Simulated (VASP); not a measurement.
Runs of VASP 6.6.1 on CdF2. The structure is that of space group Fm-3m (No. 225), or close to it. The cells are those of the table. 

```tsv
cell	gap on the mesh (eV)	pressure (GPa)
a = 3.782, b = 3.782, c = 3.696 Å, angles 60.8, 60.8, 58.5°, 3 atoms	3.19	11.1
a = 3.724, b = 3.724, c = 3.696 Å, angles 60.3, 60.3, 59.5°, 3 atoms	3.35	(a)
a = 3.724, b = 3.724, c = 3.753 Å, angles 59.7, 59.7, 60.5°, 3 atoms	3.30	13.3
a = 3.696 Å, angles 60.0°, 3 atoms	(b)	18.4
```

Alike in all rows: task single point; level PBE; potentials or basis VASP PAW PBE potentials, release 64 (Cd_sv_GW, F); no spin polarisation; k mesh 8 × 8 × 8; cutoff (eV) 700; smearing gaussian 0.05 eV.

Problem. Fill in the values left out.

Solution. (a) 15.8; (b) 3.42.

Caveats: the cell stands under pressure (at least some runs); the stress differs along the axes, from 8 to 13 GPa (at least some runs).

A k mesh can miss the band edges, and the runs leave out spin-orbit coupling on Cd.
